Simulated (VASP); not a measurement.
Wanted: the native input for a VASP 6.6.1 run.

```yaml
Task: single point
Functional: PBE
Potentials_or_basis: VASP PAW PBE potentials, release 64 (Cr_pv, F, Tl_d)
Cutoff: 520 eV
k_mesh: 6 × 6 × 6
Occupations: fermi-dirac, width 0.0143 eV
Spin: collinear spin, ferromagnetic start
Starting_moments: "[3.0, 0.0, 0.0, 0.0, 0.0] μB"
Hubbard_terms: Cr d U = 2.6 eV
Dipole_correction: no
k_mesh_for_the_DOS: 9 × 9 × 9
Occupations_for_the_DOS: tetrahedron
Further_INCAR_settings: ALGO = Normal; EDIFF = 1e-06
```

TlCrF3:

```xyz
5
Lattice="4.1409 0.0000 0.0000 0.0000 4.1409 0.0000 0.0000 0.0000 4.1409" Properties=species:S:1:pos:R:3 pbc="T T T"
Cr    0.0000    0.0000    0.0000
F     2.0705    0.0000    0.0000
F     0.0000    2.0705    0.0000
F     0.0000    0.0000    2.0705
Tl    2.0705    2.0705    2.0705
```

The input as run:

POSCAR

```
TlCrF3
1.0
    4.1409417800      0.0000000000      0.0000000000
    0.0000000000      4.1409417800      0.0000000000
    0.0000000000      0.0000000000      4.1409417800
Cr F Tl
1 3 1
Direct
    0.0000000000      0.0000000000      0.0000000000
    0.5000000000      0.0000000000      0.0000000000
    0.0000000000      0.5000000000      0.0000000000
    0.0000000000      0.0000000000      0.5000000000
    0.5000000000      0.5000000000      0.5000000000
```

INCAR.step1

```
SYSTEM = TlCrF3
  PREC = Accurate
  ENCUT = 520
  EDIFF = 1E-6
  ISMEAR = -1
  SIGMA = 0.0143
  LREAL = .False.
  LASPH = .True.
  NELM = 150
  ALGO = Normal
  ISIF = 2
  LWAVE = .False.
  LCHARG = .True.
  ISPIN = 2
  MAGMOM = 3 0 0 0 0
  LMAXMIX = 4
  LDAU = .True.
  LDAUTYPE = 2
  LDAUL = 2 -1 -1
  LDAUU = 2.6 0 0
  LDAUJ = 0 0 0
  LDAUPRINT = 1
  GGA = PE
  NBANDS = 35
```

KPOINTS.step1

```
regular mesh
0
Gamma
  6 6 6
  0 0 0
```

INCAR.step2

```
SYSTEM = TlCrF3
  PREC = Accurate
  ENCUT = 520
  EDIFF = 1E-6
  ISMEAR = -5
  SIGMA = 0.0143
  LREAL = .False.
  LASPH = .True.
  NELM = 150
  ALGO = Normal
  ISIF = 2
  LWAVE = .False.
  LCHARG = .False.
  ISPIN = 2
  MAGMOM = 3 0 0 0 0
  LORBIT = 11
  LMAXMIX = 4
  LDAU = .True.
  LDAUTYPE = 2
  LDAUL = 2 -1 -1
  LDAUU = 2.6 0 0
  LDAUJ = 0 0 0
  LDAUPRINT = 1
  GGA = PE
  NEDOS = 1001
  ICHARG = 11
```

KPOINTS.step2

```
regular mesh
0
Gamma
  9 9 9
  0 0 0
```

Potentials or basis: VASP PAW PBE potentials, release 64 (Cr_pv, F, Tl_d).

Run with:

```console
$ cat potpaw_PBE.64/Cr_pv/POTCAR potpaw_PBE.64/F/POTCAR potpaw_PBE.64/Tl_d/POTCAR > POTCAR
$ cp INCAR.step1 INCAR
$ cp KPOINTS.step1 KPOINTS
$ mpirun -np 1 vasp_std > vasp.out
$ cp INCAR.step2 INCAR
$ cp KPOINTS.step2 KPOINTS
$ mpirun -np 1 vasp_std > vasp.out
```

Results of the run:

```
Net moment                                            : 4.00 μB per cell
Site moments                                          : Cr +3.77; F +0.00; Tl +0.01 μB
Valence electrons inside the program's atomic spheres : Cr 10.49; F 6.09; Tl 11.13
```

Caveat: a cell with one magnetic atom can't hold antiferromagnetic order, which such compounds often take.

Run time: 3 min on 1 thread of Intel(R) Xeon(R) Platinum 8375C CPU @ 2.90GHz (Ice Lake), with other jobs on the host, peak memory 0.27 GiB.
